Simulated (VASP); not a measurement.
A run of VASP 6.6.1 is set up as follows.

The input INCAR:

```
PREC = Accurate ; ENCUT = 600
EDIFF = 1E-6 ; ISMEAR = 0
SIGMA = 0.02 ; LREAL = False
LASPH = True ; NELM = 120
ALGO = Normal ; ISIF = 2
LWAVE = False ; LCHARG = False
GGA = PS ; NBANDS = 11
GGA_COMPAT = False
```

The input KPOINTS:

```
Automatic mesh
0
Gamma
  8 8 8
```

File POSCAR:

```
MgS
1.0
    0.0000000000      2.8257734658      2.8257734658
    2.8257734658      0.0000000000      2.8257734658
    2.8257734658      2.8257734658      0.0000000000
Mg S
1 1
Direct
    0.0000000000      0.0000000000      0.0000000000
    0.2500000000      0.2500000000      0.2500000000
```

Potentials or basis: VASP PAW PBE potentials, release 64 (Mg, S).

Launch:

```sh
$ cat potpaw_PBE.64/Mg/POTCAR potpaw_PBE.64/S/POTCAR > POTCAR
$ mpirun -np 1 vasp_std > vasp.out
```

(1) Predict the pressure.

(2) Predict the band gap on the k mesh.

## Answers

(1) -0.1 GPa.

(2) 3.32 eV, direct.

Caveat: the PAW data sets were made with another functional, which shifts forces and pressure a little.
